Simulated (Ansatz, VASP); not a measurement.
# One calculation of WS2, two programs

The input INCAR:

```
ALGO = Normal ; DIPOL = 0.5 0.5 0.389
EDIFF = 1E-6 ; ENCUT = 520
GGA = PE ; IDIPOL = 3
ISIF = 2 ; ISMEAR = 0
IVDW = 12 ; LASPH = T
LCHARG = F ; LDIPOL = T
LREAL = F ; LWAVE = F
NBANDS = 35 ; NELM = 80
PREC = Accurate ; SIGMA = 0.05
```

The input KPOINTS:

```
k-points
0
Gamma
  9 9 1
```

Contents of POSCAR:

```
WS2
1.0
    3.1595457497      0.0000000000      0.0000000000
   -1.5797728749      2.7362468836      0.0000000000
    0.0000000000      0.0000000000     23.8042575719
S W
4 2
Direct
    0.3333333333      0.6666666667      0.1890418126
    0.3333333333      0.6666666667      0.3214605103
    0.8333333333      0.6666666667      0.4563103366
    0.8333333333      0.6666666667      0.5887290343
    0.6666666667      0.3333333333      0.2552511581
    1.1666666667      0.3333333333      0.5225196821
```

Input for Ansatz:

```yaml
crystal:
  lattice:
    - [3.1595457497, 0.0, 0.0]
    - [-1.5797728749, 2.7362468836, 0.0]
    - [0.0, 0.0, 23.8042575719]
  atoms:
    - { symbol: S, position: [0.3333333333, 0.6666666667, 0.1890418126] }
    - { symbol: W, position: [0.6666666667, 0.3333333333, 0.2552511581] }
    - { symbol: S, position: [0.3333333333, 0.6666666667, 0.3214605103] }
    - { symbol: S, position: [0.8333333333, 0.6666666667, 0.4563103366] }
    - { symbol: W, position: [1.1666666667, 0.3333333333, 0.5225196821] }
    - { symbol: S, position: [0.8333333333, 0.6666666667, 0.5887290343] }
basis:
  ecutwfc: 420
kpoints:
  mp_grid: { grid: [9, 9, 1] }
hamiltonian:
  xc: pbe
  pseudopotentials: { kind: paw, azcp: { folder: soft_1 } }
  dispersion: d3bj
scf:
  occupations: { method: gaussian, width: 0.05 }
output:
  forces: true
  eigenvalues: true
efield:
  axis: 3
  dipole_correction: true
  ramp_width: 0.04
```

Alike in both runs: task single point; functional PBE; dispersion D3(BJ); k mesh 9 × 9 × 1; occupations gaussian, width 0.05 eV; no spin polarisation.

|  | VASP | Ansatz |
| --- | --- | --- |
| version | VASP 6.6.1 | Ansatz 0.2.0 |
| potentials or method | VASP PAW PBE potentials, release 64 (S, W_sv), cutoff 520 eV | scalar-relativistic, plane waves, PAW |
| valence electrons in the cell | 52 | 52 |

Ansatz gave:

| Property | Result |
| --- | --- |
| gap on the k mesh at the Fermi level (eV) | 1.63 |
| least direct gap on the mesh (eV) | 1.91 |
| rms of the force components (eV/Å) | 0.017 |

Problem. Which values does VASP return?

Solution. gap on the k mesh at the Fermi level (eV): 1.64; least direct gap on the mesh (eV): 1.91; rms of the force components (eV/Å): 0.017.

Spin-orbit coupling is off throughout.
